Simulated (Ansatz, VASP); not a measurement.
# Ca in VASP and in Ansatz

POSCAR

```
Ca
1.0
    3.9800000000      0.0000000000      0.0000000000
   -1.9900000000      3.4467811071      0.0000000000
    0.0000000000      0.0000000000      6.5200000000
Ca
2
Direct
    0.3333333333      0.6666666667      0.2500000000
    0.6666666667      0.3333333333      0.7500000000
```

The input INCAR.step1:

```
SYSTEM = Ca
PREC = Accurate
ENCUT = 520
ISMEAR = 0
SIGMA = 0.1
LREAL = .FALSE.
LASPH = .TRUE.
NELM = 80
NBANDS = 17
GGA = PE
ALGO = Normal
EDIFF = 1E-4
LWAVE = .TRUE.
LCHARG = .FALSE.
```

Contents of INCAR.step2:

```
SYSTEM = Ca
PREC = Accurate
ENCUT = 520
EDIFF = 1E-6
ISMEAR = 0
SIGMA = 0.1
LREAL = .FALSE.
LASPH = .TRUE.
NELM = 80
ALGO = Normal
ISIF = 2
LWAVE = .FALSE.
LCHARG = .TRUE.
METAGGA = R2SCAN
LMIXTAU = .TRUE.
LELF = .TRUE.
LVHAR = .TRUE.
NBANDS = 17
ISTART = 1
```

KPOINTS

```
Automatic mesh
0
G
  12 12 8
  0 0 0
```

Input for Ansatz:

```yaml
crystal:
  lattice:
    - [3.98, 0.0, 0.0]
    - [-1.99, 3.4467811071, 0.0]
    - [0.0, 0.0, 6.52]
  atoms:
    - { symbol: Ca, position: [0.3333333333, 0.6666666667, 0.25] }
    - { symbol: Ca, position: [0.6666666667, 0.3333333333, 0.75] }
basis:
  ecutwfc: 500
kpoints:
  mp_grid: { grid: [12, 12, 8] }
hamiltonian:
  xc: r2scan
scf:
  occupations: { method: gaussian, width: 0.1 }
output:
  forces: true
  stress: true
  eigenvalues: true
  populations: true
  write_density: true
  write_potential: true
  elf: true
  volumetric_format: npy
```

Alike in both runs: task single point; functional r2SCAN; k mesh 12 × 12 × 8; occupations gaussian, width 0.1 eV; no spin polarisation.

```csv
,VASP,Ansatz
version,VASP 6.6.1,Ansatz 0.2.0
potentials or method,"VASP PAW PBE potentials, release 64 (Ca_sv), cutoff 520 eV","scalar-relativistic, plane waves, PAW"
valence electrons in the cell,20,20
```

Ansatz gave:

| Item | Value |
| --- | --- |
| gap on the k mesh at the Fermi level (eV) | none |
| pressure (GPa) | -0.5 |

Question: What did VASP give for the same quantities?

Answer: gap on the k mesh at the Fermi level (eV): none; pressure (GPa): -0.4.

VASP's potentials were made for PBE, not for r2SCAN. A gap of «none» marks a metal or a gap that the smearing closes.
